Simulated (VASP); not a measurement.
Here is a VASP 6.6.1 calculation.

File INCAR:

```
PREC = Accurate ; ENCUT = 520
EDIFF = 1E-7 ; ISMEAR = -1
SIGMA = 0.08 ; LREAL = False
LASPH = True ; NELM = 80
ALGO = Normal ; ISIF = 2
LWAVE = False ; LCHARG = False
GGA = CA ; NBANDS = 18
```

File KPOINTS:

```
regular mesh
0
Gamma
  13 13 13
```

Contents of POSCAR:

```
Ta
1.0
    0.0000000000      2.9665721478      2.9665721478
    2.9665721478      0.0000000000      2.9665721478
    2.9665721478      2.9665721478      0.0000000000
Ta
2
Direct
   -0.1250000000     -0.1250000000     -0.1250000000
    0.1250000000      0.1250000000      0.1250000000
```

Potentials or basis: VASP PAW LDA potentials, release 64 (Ta_pv).

Command:

```bash
$ cat potpaw_LDA.64/Ta_pv/POTCAR > POTCAR
$ mpirun -np 1 vasp_std > vasp.out
```

Estimate the pressure.

0.3 GPa.

What does it give for the band gap on the k mesh?

Zero (band 11 reaches 2.76 eV, above the bottom of band 12 at 1.96 eV).

Caveat: spin-orbit coupling is left out, which moves the levels of the heavy elements.
